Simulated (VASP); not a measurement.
# Pb (P6_3/mmc) in VASP: further runs

Runs on Pb. Level: PBEsol. Tasks: single point.

Everything below comes from runs of VASP 6.6.1. Logs are shortened: lines on timing, memory, paths and dates and some standing lists are left out, and cuts for length are marked.

### 1 The cell of the first run

Symmetry: P6_3/mmc, No. 194, hexagonal system. Conventional cell: a = 3.592 Å, b = 3.592 Å, c = 11.021 Å, α = 90.00°, β = 90.00°, γ = 120.00°. Pb (site symmetry -3m) has 12 Pb at 3.45 to 3.59 Å within 4.5 Å. Within 4.5 Å of Pb (site symmetry -6m2) lie 12 Pb at 3.45 to 3.59 Å.

### 2 Single point, PBEsol (biaxial strain in the a-b plane: +3.0 %, then relaxed in part)

Input file INCAR:

```
ALGO     = Normal         # electronic algorithm
EDIFF    = 1E-7           # SCF threshold, eV
ENCUT    = 520            # plane-wave cutoff, eV
GGA      = PS             # functional
ISIF     = 2              # what is computed and relaxed
ISMEAR   = 0              # smearing method
LASPH    = T              # aspherical terms in the spheres
LCHARG   = T              # write CHGCAR
LELF     = T              # ELF
LREAL    = F              # projectors in reciprocal space
LVHAR    = T            
LWAVE    = F              # write WAVECAR
NBANDS   = 36             # bands
NELM     = 100            # most SCF steps
PREC     = Accurate       # precision mode
SIGMA    = 0.1            # smearing width, eV
```

Input file KPOINTS:

```
k-points
0
Gamma
  18 18 6
```

Input file POSCAR:

```
Pb
1.0
    3.5915277274      0.0000000000      0.0000000000
   -1.7957638637      3.1103542503      0.0000000000
    0.0000000000      0.0000000000     11.0210541159
Pb
4
Direct
    0.0000000000      0.0000000000      0.0000000000
    0.3333333333      0.6666666667      0.2500000000
    0.0000000000      0.0000000000      0.5000000000
    0.6666666667      0.3333333333      0.7500000000
```

Potentials or basis: VASP PAW PBE potentials, release 64 (Pb_d).

The run is started by

```sh
> cat potpaw_PBE.64/Pb_d/POTCAR > POTCAR
> mpirun -np 1 vasp_std > vasp.out
```

OUTCAR:

```text
EDIFF = 1E-7
   ENCUT = 520
   GGA = PS
   ISIF = 2
   ISMEAR = 0
   LASPH = T
   LREAL = F
   NELM = 100
   PREC = Accurate

 ion  position               nearest neighbor table
   1  0.000  0.000  0.000-   2 3.45   4 3.45   2 3.45   4 3.45   4 3.45   2 3.45
   2  0.333  0.667  0.250-   1 3.45   3 3.45   1 3.45   3 3.45   1 3.45   3 3.45
   3  0.000  0.000  0.500-   2 3.45   4 3.45   2 3.45   4 3.45   4 3.45   2 3.45
   4  0.667  0.333  0.750-   1 3.45   3 3.45   1 3.45   3 3.45   1 3.45   3 3.45

  LATTYP: Found a hexagonal cell.
 ALAT       =     3.5915277274
 C/A-ratio  =     3.0686256525

  Lattice vectors:

 A1 = (   3.5915277274,   0.0000000000,   0.0000000000)
 A2 = (  -1.7957638637,   3.1103542503,   0.0000000000)
 A3 = (   0.0000000000,   0.0000000000,  11.0210541159)

Analysis of symmetry for initial positions (statically):
=====================================================================
 Subroutine PRICEL returns:
 Original cell was already a primitive cell.

 Routine SETGRP: Setting up the symmetry group for a
 hexagonal supercell.

 Subroutine GETGRP returns: Found 24 space group operations
 (whereof 12 operations were pure point group operations)
 out of a pool of 24 trial point group operations.

The static configuration has the point symmetry D_3d.
 The point group associated with its full space group is D_6h.

Analysis of symmetry for dynamics (positions and initial velocities):
=====================================================================
 Subroutine PRICEL returns:
 Original cell was already a primitive cell.

 Routine SETGRP: Setting up the symmetry group for a
 hexagonal supercell.

 Subroutine GETGRP returns: Found 24 space group operations
 (whereof 12 operations were pure point group operations)
 out of a pool of 24 trial point group operations.

The dynamic configuration has the point symmetry D_3d.
 The point group associated with its full space group is D_6h.

 Subroutine INISYM returns: Found 24 space group operations
 (whereof 12 operations are pure point group operations),
 and found     1 'primitive' translations

----------------------------------------------------------------------------------------

                                     Primitive cell

  volume of cell :     123.1154

  direct lattice vectors                    reciprocal lattice vectors
     3.591527727  0.000000000  0.000000000     0.278433045  0.160753393  0.000000000
    -1.795763864  3.110354250  0.000000000     0.000000000  0.321506787  0.000000000
     0.000000000  0.000000000 11.021054116     0.000000000  0.000000000  0.090735422

  length of vectors
     3.591527727  3.591527727 11.021054116     0.321506787  0.321506787  0.090735422

  position of ions in fractional coordinates (direct lattice)
     0.000000000  0.000000000  0.000000000
     0.333333333  0.666666667  0.250000000
     0.000000000  0.000000000  0.500000000
     0.666666667  0.333333333  0.750000000

  ion indices of the primitive-cell ions
   primitive index   ion index
                 1           1
                 2           2
                 3           3
                 4           4

----------------------------------------------------------------------------------------

 KPOINTS: k-points

Automatic generation of k-mesh.
 Grid dimensions read from file:
 generate k-points for:   18   18    6

 Generating k-lattice:

  Cartesian coordinates                     Fractional coordinates (reciprocal lattice)
     0.015468502  0.008930744  0.000000000     0.055555556  0.000000000  0.000000000
     0.000000000  0.017861488  0.000000000     0.000000000  0.055555556  0.000000000
     0.000000000  0.000000000  0.015122570     0.000000000  0.000000000  0.166666667

  Length of vectors
     0.017861488  0.017861488  0.015122570

  Shift w.r.t. Gamma in fractional coordinates (k-lattice)
     0.000000000  0.000000000  0.000000000

 Subroutine IBZKPT returns following result:
 ===========================================

 Found    148 irreducible k-points:

 Following reciprocal coordinates:
            Coordinates               Weight
  0.000000  0.000000  0.000000      1.000000
  0.055556 -0.000000  0.000000      6.000000
  0.111111 -0.000000  0.000000      6.000000
  0.166667  0.000000  0.000000      6.000000
  0.222222  0.000000  0.000000      6.000000
  0.277778  0.000000  0.000000      6.000000
[... 16 lines left out ...]
  0.333333  0.111111  0.000000     12.000000
  0.388889  0.111111  0.000000     12.000000
 [... further k-points ...]
   k-points           NKPTS =    148   k-points in BZ     NKDIM =    148   number of bands    NBANDS=     36
   number of dos      NEDOS =    301   number of ions     NIONS =      4
   total plane-waves  NPLWV =  65856
   dimension x,y,z NGX =    28 NGY =   28 NGZ =   84
   dimension x,y,z NGXF=    56 NGYF=   56 NGZF=  168
   ions per type =               4
   NGX,Y,Z   is equivalent  to a cutoff of  12.96, 12.96, 12.67 a.u.
   NGXF,Y,Z  is equivalent  to a cutoff of  25.92, 25.92, 25.34 a.u.
 SYSTEM =  unknown system
   PREC   = accura    normal or accurate (medium, high low for compatibility)
   ISTART =      0    job   : 0-new  1-cont  2-samecut
   ICHARG =      2    charge: 1-file 2-atom 10-const
   ISPIN  =      1    spin polarized calculation?
   LNONCOLLINEAR =      F non collinear calculations
   LSORBIT =      F    spin-orbit coupling
   LASPH  =      T    aspherical Exc in radial PAW
   ENCUT  =  520.0 eV  38.22 Ry    6.18 a.u.   6.68  6.68 20.49*2*pi/ulx,y,z
   NELM   =    100;   NELMIN=  2; NELMDL= -5     # of ELM steps
   EDIFF  = 0.1E-06   stopping-criterion for ELM
   LREAL  =      F    real-space projection
   EDIFFG = 0.1E-05   stopping-criterion for IOM
   NSW    =      0    number of steps for IOM
   IBRION =     -1    ionic relax: 0-MD 1-quasi-New 2-CG
   NFREE  =      0    steps in history (QN), initial steepest desc. (CG)
   ISIF   =      2    stress and relaxation
   ISYM   =      2    0-nonsym 1-usesym 2-fastsym
   POTIM  = 0.5000    time-step for ionic-motion
   TEBEG  =    0.0;   TEEND  =   0.0 temperature during run
   PSTRESS=    0.0 pullay stress
   NELECT =      56.0000    total number of electrons
   NUPDOWN=      -1.0000    fix difference up-down
   EMIN   =  10.00;   EMAX   =-10.00  energy-range for DOS
   EFERMI =   0.00;   METHOD = LEGACY
   ISMEAR =     0;   SIGMA  =   0.10  broadening in eV -4-tet -1-fermi 0-gaus
   EFERMI_NEDOS =   21; number of points for ismear=-14 and -15
   IALGO  =     38    algorithm
   IMIX   =      4    mixing-type and parameters
     AMIX     =   0.40;   BMIX     =  1.00
     AMIX_MAG =   1.60;   BMIX_MAG =  1.00
  volume/ion in A,a.u.               =      30.78       207.71
  Fermi-wavevector in a.u.,A,eV,Ry     =   1.259022  2.379207 21.567102  1.585137
  Thomas-Fermi vector in A             =   2.392603
   LORBIT       =      0    0 simple, 1 ext, 2 COOP (PROOUT), +10 PAW based schemes
   GGA     = PS    functional components
   LHFCALC =     F    Hartree Fock is set to
   AEXX    =    0.0000 exact exchange contribution
   IVDW    =     0    specifies the selected vdW correction
   LEPSILON=     F    determine dielectric tensor
   LRPA    =     F    only Hartree local field effects (RPA)
 non-spin polarized calculation
 Gauss-broadening in eV      SIGMA  =   0.10
  energy-cutoff  :      520.00
  volume of cell :      123.12
 maximum number of plane-waves:      3365
 NGX is ok and might be reduce to    28
   NGX = 13   NGY = 13   NGZ = 41

 number of electron      55.9999994 magnetization

 Free energy of the ion-electron system (eV)
  ---------------------------------------------------
  ext. energy  EPLUGINS =         0.00000000
  ---------------------------------------------------
  free energy    TOTEN  =       -15.91470200 eV

  energy without entropy =      -15.90151037  energy(sigma->0) =      -15.90810618

 E-fermi :   6.9537     XC(G=0): -10.2685

 val. band max:        6.9509799211   @ k =   0.2778   0.1667   0.3333
 cond. band min:       6.9569978459   @ k =   0.2778   0.2222   0.5000
 fundamental gap:      0.0060179248
 Fermi energy:         6.9537069996

 k-point     1 :       0.0000    0.0000    0.0000
  band No.  band energies     occupation
      1     -10.0749      2.00000
      2     -10.0622      2.00000
      3     -10.0622      2.00000
      4     -10.0505      2.00000
      5     -10.0505      2.00000
      6     -10.0373      2.00000
[... 28 lines left out ...]
     35      13.7338      0.00000
     36      14.9439      0.00000

 k-point     2 :       0.0556   -0.0000    0.0000
  band No.  band energies     occupation
      1     -10.0723      2.00000
      2     -10.0630      2.00000
      3     -10.0593      2.00000
      4     -10.0551      2.00000
      5     -10.0452      2.00000
      6     -10.0383      2.00000
[... 28 lines left out ...]
     35      13.8345      0.00000
     36      14.7209      0.00000

 k-point     3 :       0.1111   -0.0000    0.0000
  band No.  band energies     occupation
      1     -10.0719      2.00000
      2     -10.0670      2.00000
      3     -10.0663      2.00000
      4     -10.0523      2.00000
      5     -10.0358      2.00000
      6     -10.0314      2.00000
[... 28 lines left out ...]
     35      13.9597      0.00000
     36      14.2412      0.00000
[... 742 lines left out ...]
 k-point    23 :       0.3333    0.1111    0.0000
  band No.  band energies     occupation
      1     -10.1505      2.00000
      2     -10.1345      2.00000
      3     -10.0909      2.00000
      4     -10.0771      2.00000
      5     -10.0488      2.00000
      6     -10.0483      2.00000
[... 28 lines left out ...]
     35      11.3894      0.00000
     36      11.4328      0.00000

 k-point    24 :       0.3889    0.1111    0.0000
  band No.  band energies     occupation
      1     -10.1598      2.00000
      2     -10.1447      2.00000
      3     -10.0899      2.00000
      4     -10.0858      2.00000
      5     -10.0592      2.00000
      6     -10.0480      2.00000
[... 28 lines left out ...]
     35      11.4797      0.00000
     36      11.5342      0.00000

 [... further k-points ...]

------------------------ aborting loop because EDIFF is reached ----------------------------------------

  FORCE on cell =-STRESS in cart. coord.  units (eV):
  Direction    XX          YY          ZZ          XY          YZ          ZX
  --------------------------------------------------------------------------------------
  -------------------------------------------------------------------------------------
  Total       -1.2407027     -1.2407027     -0.0475668      0.0000000     -0.0000000      0.0000000
  in kB      -16.1460433    -16.1460433     -0.6190169      0.0000000     -0.0000000      0.0000000
  external PRESSURE =     -10.9703678 kB  Pullay stress =       0.0000000 kB

 VOLUME and BASIS-vectors are now :
 -----------------------------------------------------------------------------
  energy-cutoff  :      520.00
  volume of cell :      123.12
      direct lattice vectors                 reciprocal lattice vectors
     3.591527727  0.000000000  0.000000000     0.278433045  0.160753393  0.000000000
    -1.795763864  3.110354250  0.000000000     0.000000000  0.321506787  0.000000000
     0.000000000  0.000000000 11.021054116     0.000000000  0.000000000  0.090735422

 POSITION                                       TOTAL-FORCE (eV/Angst)
 -----------------------------------------------------------------------------------
      0.00000      0.00000      0.00000         0.000000      0.000000     -0.000000
     -0.00000      2.07357      2.75526         0.000000     -0.000000     -0.000000
      0.00000      0.00000      5.51053        -0.000000      0.000000     -0.000000
      1.79576      1.03678      8.26579        -0.000000      0.000000      0.000000
 -----------------------------------------------------------------------------------
    total drift:                                0.000000     -0.000000      0.000000

  FREE ENERGIE OF THE ION-ELECTRON SYSTEM (eV)
  ---------------------------------------------------
  free  energy   TOTEN  =       -15.9147019955 eV

  energy  without entropy=      -15.9015103688  energy(sigma->0) =      -15.90810618
```

It took 4.1 min on 1 thread of Intel Xeon 6975P-C (Granite Rapids), shared host; peak memory 0.57 GiB.

Results:

```
Free energy            : -15.9147 eV
Pressure               : -1.1 GPa
Band gap on the k mesh : zero (band 28 reaches 11.99 eV, above the bottom of band 29 at 4.77 eV)
```

Caveat: the cell differs from its parent crystal (biaxial strain in the a-b plane: +3.0 %, then relaxed in part); the PAW data sets were made with another functional, which shifts forces and pressure a little; spin-orbit coupling is left out, which moves the levels of the heavy elements.

### 3 Single point, PBEsol

This run uses another cell than the first one, of 29.98 Å³/atom, 0.974 times its volume.

Input file INCAR:

```
SYSTEM = Pb
  ALGO = Fast
  EDIFF = 1E-6
  ENCUT = 520
  GGA = PS
  ISIF = 2
  ISMEAR = 0
  LASPH = .True.
  LCHARG = .False.
  LREAL = .False.
  LWAVE = .False.
  NBANDS = 36
  NELM = 80
  PREC = Accurate
  SIGMA = 0.1
```

Input file KPOINTS:

```
k-points
0
Gamma
  18 18 6
  0 0 0
```

Input file POSCAR:

```
Pb
1.0
    3.4869201231      0.0000000000      0.0000000000
   -1.7434600615      3.0197614076      0.0000000000
    0.0000000000      0.0000000000     11.3884619882
Pb
4
Direct
    0.0000000000      0.0000000000      0.0000000000
    0.3333333333      0.6666666667      0.2500000000
    0.0000000000      0.0000000000      0.5000000000
    0.6666666667      0.3333333333      0.7500000000
```

Potentials or basis: VASP PAW PBE potentials, release 64 (Pb_d).

The run is started by

```sh
> cat potpaw_PBE.64/Pb_d/POTCAR > POTCAR
> mpirun -np 1 vasp_std > vasp.out
```

Wall time 13 min (1 thread of Intel Xeon Platinum 8259CL at 2.50GHz (Skylake/Cascade Lake), shared host); peak memory 0.57 GiB.

It converged, with:

| Quantity | Value |
| --- | --- |
| Free energy | -15.9668 eV |
| Pressure | -0.4 GPa |
| Band gap on the k mesh | zero (band 28 reaches 12.96 eV, above the bottom of band 29 at 5.10 eV) |

Stress tensor (GPa, compression positive):
```
-0.61  0.00  0.00
 0.00 -0.61  0.00
 0.00  0.00  0.17
```

Levels at points of the mesh, in eV from the Fermi level:
| k point | band 25 | band 26 | band 27 | band 28 | band 29 | band 30 | band 31 | band 32 |
| --- | --- | --- | --- | --- | --- | --- | --- | --- |
| (0.00, 0.00, 0.00) | -4.28 | 0.76 | 0.76 | 5.63 | 5.63 | 6.44 | 6.44 | 6.49 |
| (0.50, 0.00, 0.00) | -4.11 | -3.79 | -2.37 | -1.86 | -0.04 | 0.80 | 2.05 | 3.42 |
| (0.00, 0.00, 0.50) | -2.57 | -2.57 | 4.67 | 4.67 | 5.86 | 5.86 | 5.86 | 5.86 |
| (0.50, 0.00, 0.50) | -3.55 | -3.55 | -2.82 | -2.82 | 1.34 | 1.34 | 2.41 | 2.41 |

Caveat: the PAW data sets were made with another functional, which shifts forces and pressure a little; spin-orbit coupling is left out, which moves the levels of the heavy elements.
